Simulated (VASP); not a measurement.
# ZnSe: electric field gradients with PBE

The system is ZnSe.

```xyz
2
Lattice="0.0000 2.8338 2.8905 2.8338 0.0000 2.8905 2.8338 2.8338 0.0000" Properties=species:S:1:pos:R:3 pbc="T T T"
Zn    0.0000    0.0000    0.0000
Se    4.2507    4.2507    4.3357
```

This cell differs from its parent crystal: zz strain of +2 %.

- Program: VASP 6.6.1
- Task: electric field gradients
- Functional: PBE
- Potentials or basis: VASP PAW PBE potentials, release 64 (Zn, Se)
- Cutoff: 520 eV
- k mesh: 8 × 8 × 8
- Occupations: fermi-dirac, width 0.03 eV
- Spin: no spin polarisation
- Dipole correction: no
- Further INCAR settings: ALGO = Normal; EDIFF = 1e-08; NBANDS = 16

```
Pressure               : 1.1 GPa
Band gap on the k mesh : 1.18 eV, direct
```

Stress tensor (GPa, compression positive):
```
1.30 0.00 0.00
0.00 1.30 0.00
0.00 0.00 0.60
```

Levels at points of the mesh, in eV from the valence-band top:
```csv
k point,band 5,band 6,band 7,band 8,band 9,band 10,band 11,band 12,band 13,band 14
"(0.00, 0.00, 0.00)",-6.15,-6.15,-0.07,0.00,0.00,1.18,5.78,5.78,5.79,9.83
"(0.50, 0.00, 0.00)",-6.13,-6.00,-5.13,-0.92,-0.81,2.48,6.29,6.44,8.50,10.85
"(0.50, 0.50, 0.00)",-6.10,-5.99,-4.77,-2.07,-2.07,3.06,3.56,10.45,11.10,11.10
"(0.50, 0.00, 0.50)",-6.10,-5.97,-4.65,-2.19,-2.16,2.98,3.37,10.63,10.97,11.17
```

Electric field gradients, principal values (V/Å²):
```tsv
atom	least	middle	greatest (by size)
1 Zn	1.576	1.578	-3.153
2 Se	-4.201	-4.202	8.403
```

Wall time 38 s on 1 thread of Intel Xeon 6975P-C, on a shared host, peak memory 0.2 GiB.

Caveat: the cell differs from its parent crystal (zz strain of +2 %); without QUAD_EFG the Cq values of the log hold for a quadrupole moment of 1 mb, not for the nuclei.
